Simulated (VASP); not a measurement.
Input of a VASP 6.6.1 run:

Contents of POSCAR:

```
MgB2
1.0
    3.0409680899      0.0000000000      0.0000000000
   -1.5204840450      2.6335556180      0.0000000000
    0.0000000000      0.0000000000      3.4707387513
Mg B
1 2
Direct
    0.0000000000      0.0000000000      0.0000000000
    0.3333333333      0.6666666667      0.5000000000
    0.6666666667      0.3333333333      0.5000000000
```

File INCAR.step1:

```
ALGO = Normal ; EDIFF = 1E-5
ENCUT = 920 ; GGA = PE
GGA_COMPAT = False ; ISMEAR = 0
LASPH = True ; LCHARG = False
LREAL = False ; LWAVE = True
NBANDS = 15 ; NELM = 120
PREC = Accurate ; SIGMA = 0.1
```

INCAR.step2

```
ALGO = Normal ; EDIFF = 1E-6
ENCUT = 920 ; GGA_COMPAT = False
ISIF = 2 ; ISMEAR = 0
ISTART = 1 ; LASPH = True
LCHARG = False ; LMIXTAU = True
LREAL = False ; LWAVE = False
METAGGA = R2SCAN ; NBANDS = 15
NELM = 120 ; PREC = Accurate
SIGMA = 0.1
```

KPOINTS

```
k-points
0
Gamma
  15 15 12
```

Potentials or basis: VASP PAW PBE potentials, release 64 (Mg_sv, B).

The run is started by

```console
$ cat potpaw_PBE.64/Mg_sv/POTCAR potpaw_PBE.64/B/POTCAR > POTCAR
$ cp INCAR.step1 INCAR
$ mpirun -np 1 vasp_std > vasp.out
$ cp INCAR.step2 INCAR
$ mpirun -np 1 vasp_std > vasp.out
```

Question: What does it give for the pressure?

Answer: 5.1 GPa.

Question: Estimate the band gap on the k mesh.

Answer: Zero (bands 8 and 9 overlap by 4.09 eV).

Stress tensor (GPa, compression positive):
```
5.14 0.00 0.00
0.00 5.14 0.00
0.00 0.00 4.87
```

Caveat: the cell stands under pressure; the PAW data sets were made with another functional, which shifts forces and pressure a little.
